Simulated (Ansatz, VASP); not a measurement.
**HfO2 in VASP and in Ansatz**

Contents of POSCAR:

```
HfO2
1.0
    0.0000000000      2.5291609861      2.5291609861
    2.5291609861      0.0000000000      2.5291609861
    2.5291609861      2.5291609861      0.0000000000
Hf O
1 2
Direct
    0.0000000000      0.0000000000      0.0000000000
    0.2672982267      0.2327017733      0.2672982267
    0.7672982267      0.7327017733      0.7672982267
```

The input INCAR.step1:

```
SYSTEM = HfO2
ALGO     = Normal         ! electronic algorithm
EDIFF    = 1E-4           ! SCF threshold, eV
ENCUT    = 520            ! plane-wave cutoff, eV
GGA      = PE             ! functional
ISMEAR   = 0              ! smearing method
LASPH    = .True.         ! aspherical terms in the spheres
LCHARG   = .False.        ! write CHGCAR
LREAL    = .False.        ! projectors in reciprocal space
LWAVE    = .True.         ! write WAVECAR
NBANDS   = 18             ! bands
NELM     = 80             ! most SCF steps
PREC     = Accurate       ! precision mode
SIGMA    = 0.05           ! smearing width, eV
```

The input INCAR.step2:

```
SYSTEM = HfO2
ALGO     = Normal         ! electronic algorithm
EDIFF    = 1E-7           ! SCF threshold, eV
ENCUT    = 520            ! plane-wave cutoff, eV
ISIF     = 2              ! what is computed and relaxed
ISMEAR   = 0              ! smearing method
ISTART   = 1            
LASPH    = .True.         ! aspherical terms in the spheres
LCHARG   = .True.         ! write CHGCAR
LELF     = .True.         ! ELF
LMIXTAU  = .True.       
LREAL    = .False.        ! projectors in reciprocal space
LVHAR    = .True.       
LWAVE    = .False.        ! write WAVECAR
METAGGA  = R2SCAN         ! meta-GGA
NBANDS   = 18             ! bands
NELM     = 80             ! most SCF steps
PREC     = Accurate       ! precision mode
SIGMA    = 0.05           ! smearing width, eV
```

The input KPOINTS:

```
k-points
0
Gamma
  8 8 8
  0 0 0
```

Input for Ansatz:

```yaml
crystal:
  lattice:
    - [0.0, 2.5291609861, 2.5291609861]
    - [2.5291609861, 0.0, 2.5291609861]
    - [2.5291609861, 2.5291609861, 0.0]
  atoms:
    - { symbol: Hf, position: [0.0, 0.0, 0.0] }
    - { symbol: O, position: [0.2672982267, 0.2327017733, 0.2672982267] }
    - { symbol: O, position: [0.7672982267, 0.7327017733, 0.7672982267] }
basis:
  ecutwfc: 500
kpoints:
  mp_grid: { grid: [8, 8, 8] }
hamiltonian:
  xc: r2scan
scf:
  occupations: { method: gaussian, width: 0.05 }
output:
  forces: true
  stress: true
  eigenvalues: true
```

Change from the starting cell: all O atoms moved +0.087 Å, as atom 2 along Cartesian [0 1 0].

Alike in both runs: task single point; functional r2SCAN; k mesh 8 × 8 × 8; occupations gaussian, width 0.05 eV; no spin polarisation.

|  | VASP | Ansatz |
| --- | --- | --- |
| version | VASP 6.6.1 | Ansatz 0.2.0 |
| potentials or method | VASP PAW PBE potentials, release 64 (Hf_pv, O), cutoff 520 eV | scalar-relativistic, plane waves, PAW |
| valence electrons in the cell | 22 | 38 |

VASP gave:

| Item | Value |
| --- | --- |
| gap on the k mesh at the Fermi level (eV) | 4.31 |
| least direct gap on the mesh (eV) | 4.31 |
| pressure (GPa) | -3.0 |
| rms of the force components (eV/Å) | 0.197 |

Which values does Ansatz return?

gap on the k mesh at the Fermi level (eV): 4.31; least direct gap on the mesh (eV): 4.31; pressure (GPa): 0.9; rms of the force components (eV/Å): 0.214.

VASP's potentials were made for PBE, not for r2SCAN. Atom by atom the forces differ by 0.017 eV/Å (rms over components). VASP's potentials hold 22 valence electrons a cell and Ansatz's 38, so a difference there can come from the potentials and not from the codes.

Neither program's run includes spin-orbit coupling.
